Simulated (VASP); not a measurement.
## Mg: single point with PBE

Crystal: Mg.

```
Mg
1.0
    -1.46174    1.46174    1.47650
     1.46174   -1.46174    1.47650
     1.46174    1.46174   -1.47650
Mg
1
Cartesian
  0.0000 0.0000 0.0000
```

```
Program                : VASP 6.6.1
Task                   : single point
Functional             : PBE
Potentials or basis    : VASP PAW PBE potentials, release 64 (Mg)
Cutoff                 : 520 eV
k mesh                 : 16 × 16 × 16
Occupations            : fermi-dirac, width 0.1 eV
Spin                   : no spin polarisation
Dipole correction      : no
Further INCAR settings : ALGO = Normal; EDIFF = 1e-07; NBANDS = 7
```

```json
{
 "Pressure": "68.3 GPa",
 "Band gap on the k mesh": "zero (band 1 reaches 10.55 eV, above the bottom of band 2 at 5.79 eV)"
}
```

Stress tensor (GPa, compression positive):
```
68.57  0.00  0.00
 0.00 68.57  0.00
 0.00  0.00 67.79
```

Levels at points of the mesh, in eV from the Fermi level:
| k point | band 1 | band 2 | band 3 | band 4 | band 5 | band 6 |
| --- | --- | --- | --- | --- | --- | --- |
| (0.00, 0.00, 0.00) | -9.95 | 17.55 | 17.55 | 17.85 | 20.24 | 20.57 |
| (0.50, 0.00, 0.00) | -2.38 | -0.94 | 11.04 | 14.90 | 15.47 | 17.74 |
| (0.50, 0.50, 0.00) | -2.30 | -0.87 | 10.78 | 14.66 | 15.19 | 17.76 |
| (0.50, 0.50, 0.50) | 3.81 | 3.97 | 6.05 | 6.41 | 6.41 | 16.05 |

Run time: 13 s on 1 thread of AMD EPYC 9R45 96-Core Processor (Zen 5) (shared host), peak memory 0.12 GiB.
